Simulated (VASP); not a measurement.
# KCl (Fm-3m) in VASP: a series of runs

The runs below take KCl through electric field gradients, with LDA.

Program: VASP 6.6.1. These are calculated values, not measurements. Logs are shortened: lines on timing, memory, paths and dates and some standing lists are left out, and cuts for length are marked.

## Step 1: The cell of the first run

The structure is cubic, space group Fm-3m (No. 225). The conventional cell has a = 6.395 Å, b = 6.395 Å, c = 6.395 Å, α = 90.00°, β = 90.00°, γ = 90.00°. K (site symmetry m-3m) has 6 Cl at 3.20 Å within 4.2 Å. Within 4.2 Å of Cl (site symmetry m-3m) lie 6 K at 3.20 Å.

## Step 2: Electric field gradients, LDA (32.70 Å³/atom)

File INCAR:

```
PREC = Accurate ; ENCUT = 520
EDIFF = 1E-8 ; ISMEAR = -1
SIGMA = 0.03 ; LREAL = F
LASPH = T ; NELM = 80
ALGO = Normal ; ISIF = 2
LWAVE = F ; LCHARG = F
LEFG = T ; NBANDS = 15
```

File KPOINTS:

```
Automatic mesh
0
Gamma
  7 7 7
```

File POSCAR:

```
KCl
1.0
    0.0000000000      3.1976323944      3.1976323944
    3.1976323944      0.0000000000      3.1976323944
    3.1976323944      3.1976323944      0.0000000000
K Cl
1 1
Direct
    0.0000000000      0.0000000000      0.0000000000
    0.5000000000      0.5000000000      0.5000000000
```

Potentials or basis: VASP PAW LDA potentials, release 64 (K_sv, Cl).

Started as:

```
$ cat potpaw_LDA.64/K_sv/POTCAR potpaw_LDA.64/Cl/POTCAR > POTCAR
$ mpirun -np 1 vasp_std > vasp.out
```

OUTCAR:

```text
PREC = Accurate
   ENCUT = 520
   EDIFF = 1E-8
   ISMEAR = -1
   LREAL = F
   LASPH = T
   NELM = 80
   ISIF = 2

 ion  position               nearest neighbor table
   1  0.000  0.000  0.000-   2 3.20   2 3.20   2 3.20   2 3.20   2 3.20   2 3.20
   2  0.500  0.500  0.500-   1 3.20   1 3.20   1 3.20   1 3.20   1 3.20   1 3.20

  LATTYP: Found a face centered cubic cell.
 ALAT       =     6.3952647888

  Lattice vectors:

 A1 = (   0.0000000000,   3.1976323944,   3.1976323944)
 A2 = (   3.1976323944,   0.0000000000,   3.1976323944)
 A3 = (   3.1976323944,   3.1976323944,   0.0000000000)

Analysis of symmetry for initial positions (statically):
=====================================================================
 Subroutine PRICEL returns:
 Original cell was already a primitive cell.

 Routine SETGRP: Setting up the symmetry group for a
 face centered cubic supercell.

 Subroutine GETGRP returns: Found 48 space group operations
 (whereof 48 operations were pure point group operations)
 out of a pool of 48 trial point group operations.

The static configuration has the point symmetry O_h .

Analysis of symmetry for dynamics (positions and initial velocities):
=====================================================================
 Subroutine PRICEL returns:
 Original cell was already a primitive cell.

 Routine SETGRP: Setting up the symmetry group for a
 face centered cubic supercell.

 Subroutine GETGRP returns: Found 48 space group operations
 (whereof 48 operations were pure point group operations)
 out of a pool of 48 trial point group operations.

The dynamic configuration has the point symmetry O_h .

 Subroutine INISYM returns: Found 48 space group operations
 (whereof 48 operations are pure point group operations),
 and found     1 'primitive' translations

----------------------------------------------------------------------------------------

                                     Primitive cell

  volume of cell :      65.3906

  direct lattice vectors                    reciprocal lattice vectors
     0.000000000  3.197632394  3.197632394    -0.156365691  0.156365691  0.156365691
     3.197632394  0.000000000  3.197632394     0.156365691 -0.156365691  0.156365691
     3.197632394  3.197632394  0.000000000     0.156365691  0.156365691 -0.156365691

  length of vectors
     4.522135100  4.522135100  4.522135100     0.270833322  0.270833322  0.270833322

  position of ions in fractional coordinates (direct lattice)
     0.000000000  0.000000000  0.000000000
     0.500000000  0.500000000  0.500000000

  ion indices of the primitive-cell ions
   primitive index   ion index
                 1           1
                 2           2

----------------------------------------------------------------------------------------

 KPOINTS: Automatic mesh

Automatic generation of k-mesh.
 Grid dimensions read from file:
 generate k-points for:    7    7    7

 Generating k-lattice:

  Cartesian coordinates                     Fractional coordinates (reciprocal lattice)
    -0.022337956  0.022337956  0.022337956     0.142857143  0.000000000  0.000000000
     0.022337956 -0.022337956  0.022337956     0.000000000  0.142857143  0.000000000
     0.022337956  0.022337956 -0.022337956     0.000000000  0.000000000  0.142857143

  Length of vectors
     0.038690475  0.038690475  0.038690475

  Shift w.r.t. Gamma in fractional coordinates (k-lattice)
     0.000000000  0.000000000  0.000000000

 Subroutine IBZKPT returns following result:
 ===========================================

 Found     20 irreducible k-points:

 Following reciprocal coordinates:
            Coordinates               Weight
  0.000000  0.000000  0.000000      1.000000
  0.142857  0.000000  0.000000      8.000000
  0.285714  0.000000  0.000000      8.000000
  0.428571  0.000000  0.000000      8.000000
  0.142857  0.142857  0.000000      6.000000
  0.285714  0.142857  0.000000     24.000000
[... 12 lines left out ...]
 -0.428571  0.428571  0.142857     24.000000
 -0.285714  0.428571  0.142857     24.000000
   k-points           NKPTS =     20   k-points in BZ     NKDIM =     20   number of bands    NBANDS=     15
   number of dos      NEDOS =    301   number of ions     NIONS =      2
   total plane-waves  NPLWV =  46656
   dimension x,y,z NGX =    36 NGY =   36 NGZ =   36
   dimension x,y,z NGXF=    72 NGYF=   72 NGZF=   72
   ions per type =               1   1
   NGX,Y,Z   is equivalent  to a cutoff of  13.23, 13.23, 13.23 a.u.
   NGXF,Y,Z  is equivalent  to a cutoff of  26.47, 26.47, 26.47 a.u.
 SYSTEM =  unknown system
   PREC   = accura    normal or accurate (medium, high low for compatibility)
   ISTART =      0    job   : 0-new  1-cont  2-samecut
   ICHARG =      2    charge: 1-file 2-atom 10-const
   ISPIN  =      1    spin polarized calculation?
   LNONCOLLINEAR =      F non collinear calculations
   LSORBIT =      F    spin-orbit coupling
   LASPH  =      T    aspherical Exc in radial PAW
   ENCUT  =  520.0 eV  38.22 Ry    6.18 a.u.   8.41  8.41  8.41*2*pi/ulx,y,z
   NELM   =     80;   NELMIN=  2; NELMDL= -5     # of ELM steps
   EDIFF  = 0.1E-07   stopping-criterion for ELM
   LREAL  =      F    real-space projection
   EDIFFG = 0.1E-06   stopping-criterion for IOM
   NSW    =      0    number of steps for IOM
   IBRION =     -1    ionic relax: 0-MD 1-quasi-New 2-CG
   NFREE  =      0    steps in history (QN), initial steepest desc. (CG)
   ISIF   =      2    stress and relaxation
   ISYM   =      2    0-nonsym 1-usesym 2-fastsym
   POTIM  = 0.5000    time-step for ionic-motion
   TEBEG  =    0.0;   TEEND  =   0.0 temperature during run
   PSTRESS=    0.0 pullay stress
   NELECT =      16.0000    total number of electrons
   NUPDOWN=      -1.0000    fix difference up-down
   EMIN   =  10.00;   EMAX   =-10.00  energy-range for DOS
   EFERMI =   0.00;   METHOD = LEGACY
   ISMEAR =    -1;   SIGMA  =   0.03  broadening in eV -4-tet -1-fermi 0-gaus
   EFERMI_NEDOS =   21; number of points for ismear=-14 and -15
   IALGO  =     38    algorithm
   IMIX   =      4    mixing-type and parameters
     AMIX     =   0.40;   BMIX     =  1.00
     AMIX_MAG =   1.60;   BMIX_MAG =  1.00
  volume/ion in A,a.u.               =      32.70       220.64
  Fermi-wavevector in a.u.,A,eV,Ry     =   1.023944  1.934974 14.265188  1.048462
  Thomas-Fermi vector in A             =   2.157705
   LORBIT       =      0    0 simple, 1 ext, 2 COOP (PROOUT), +10 PAW based schemes
   GGA     = CA    functional components
   LHFCALC =     F    Hartree Fock is set to
   AEXX    =    0.0000 exact exchange contribution
   IVDW    =     0    specifies the selected vdW correction
   LEPSILON=     F    determine dielectric tensor
   LRPA    =     F    only Hartree local field effects (RPA)
 non-spin polarized calculation
  energy-cutoff  :      520.00
  volume of cell :       65.39
 maximum number of plane-waves:      1807
 NGX is ok and might be reduce to    36
   NGX = 17   NGY = 17   NGZ = 17

 number of electron      15.9999998 magnetization

 Free energy of the ion-electron system (eV)
  ---------------------------------------------------
  ext. energy  EPLUGINS =         0.00000000
  ---------------------------------------------------
  free energy    TOTEN  =        -7.32759713 eV

  energy without entropy =       -7.32759713  energy(sigma->0) =       -7.32759713

 E-fermi :  -1.5834     XC(G=0):  -7.9119

 val. band max:       -2.2703765145   @ k =   0.0000   0.0000   0.0000
 cond. band min:       2.3240311949   @ k =   0.0000   0.0000   0.0000
 fundamental gap:      4.5944077094
 Fermi energy:        -1.5833575527

 k-point     1 :       0.0000    0.0000    0.0000
  band No.  band energies     occupation
      1     -29.2182      2.00000
      2     -14.2431      2.00000
      3     -12.9144      2.00000
      4     -12.9144      2.00000
      5     -12.9144      2.00000
      6      -2.2704      2.00000
      7      -2.2704      2.00000
      8      -2.2704      2.00000
      9       2.3240      0.00000
     10       5.7889      0.00000
     11       5.7889      0.00000
     12       5.7889      0.00000
     13       6.6920      0.00000
     14       6.6920      0.00000
[... 329 lines left out ...]
      2     -14.2539      2.00000
      3     -13.0095      2.00000
      4     -12.9770      2.00000
      5     -12.8300      2.00000
      6      -2.8467      2.00000
      7      -2.7804      2.00000
      8      -2.6274      2.00000
      9       5.0463      0.00000
     10       5.7044      0.00000
     11       6.6724      0.00000
     12       7.1579      0.00000
     13       8.7202      0.00000
     14       8.7908      0.00000
     15       9.5091      0.00000

------------------------ aborting loop because EDIFF is reached ----------------------------------------

  FORCE on cell =-STRESS in cart. coord.  units (eV):
  Direction    XX          YY          ZZ          XY          YZ          ZX
  --------------------------------------------------------------------------------------
  -------------------------------------------------------------------------------------
  Total       -1.0245211     -1.0245211     -1.0245211      0.0000000      0.0000000     -0.0000000
  in kB      -25.1024384    -25.1024384    -25.1024384      0.0000000      0.0000000     -0.0000000
  external PRESSURE =     -25.1024384 kB  Pullay stress =       0.0000000 kB

 VOLUME and BASIS-vectors are now :
 -----------------------------------------------------------------------------
  energy-cutoff  :      520.00
  volume of cell :       65.39
      direct lattice vectors                 reciprocal lattice vectors
     0.000000000  3.197632394  3.197632394    -0.156365691  0.156365691  0.156365691
     3.197632394  0.000000000  3.197632394     0.156365691 -0.156365691  0.156365691
     3.197632394  3.197632394  0.000000000     0.156365691  0.156365691 -0.156365691

 POSITION                                       TOTAL-FORCE (eV/Angst)
 -----------------------------------------------------------------------------------
      0.00000      0.00000      0.00000        -0.000000      0.000000     -0.000000
      3.19763      3.19763      3.19763         0.000000      0.000000      0.000000
 -----------------------------------------------------------------------------------
    total drift:                                0.000000      0.000000      0.000000

  FREE ENERGIE OF THE ION-ELECTRON SYSTEM (eV)
  ---------------------------------------------------
  free  energy   TOTEN  =        -7.3275971340 eV

  energy  without entropy=       -7.3275971340  energy(sigma->0) =       -7.32759713

 Electric field gradients (V/A^2)
---------------------------------------------------------------------
 ion       V_xx      V_yy      V_zz      V_xy      V_xz      V_yz
---------------------------------------------------------------------
   1       0.000    -0.000    -0.000    -0.000    -0.000    -0.000
   2       0.000    -0.000     0.000     0.000     0.000     0.000
---------------------------------------------------------------------

 Electric field gradients after diagonalization (V/A^2)
 (convention: |V_zz| > |V_xx| > |V_yy|)
----------------------------------------------------------------------
 ion       V_xx      V_yy      V_zz     asymmetry (V_yy - V_xx)/ V_zz
----------------------------------------------------------------------
   1       0.000     0.000    -0.001       0.000
   2      -0.000    -0.000     0.000       0.000
----------------------------------------------------------------------

           NMR quadrupolar parameters

 Cq : quadrupolar parameter    Cq=e*Q*V_zz/h
 eta: asymmetry parameters     (V_yy - V_xx)/ V_zz
 Q  : nuclear electric quadrupole moment in mb (millibarn)
----------------------------------------------------------------------
 ion       Cq(MHz)       eta       Q (mb)
----------------------------------------------------------------------
   1      -0.000       0.000       1.000
   2       0.000       0.000       1.000
----------------------------------------------------------------------
```

Wall time 44 s (1 thread of Intel Xeon 8259CL, shared host); peak memory 0.17 GiB.

Results:

* Free energy: -7.3276 eV
* Pressure: -2.5 GPa
* Band gap on the k mesh: 4.59 eV
* Largest electric field gradient by atom: zero within the noise of the run

Levels at points of the mesh, in eV from the valence-band top:
| k point | band 6 | band 7 | band 8 | band 9 | band 10 | band 11 |
| --- | --- | --- | --- | --- | --- | --- |
| (0.00, 0.00, 0.00) | 0.00 | 0.00 | 0.00 | 4.59 | 8.06 | 8.06 |

Caveat: an odd mesh through Γ misses points on the zone boundary, where band edges can lie.

(Continued in part 2 of 2.)
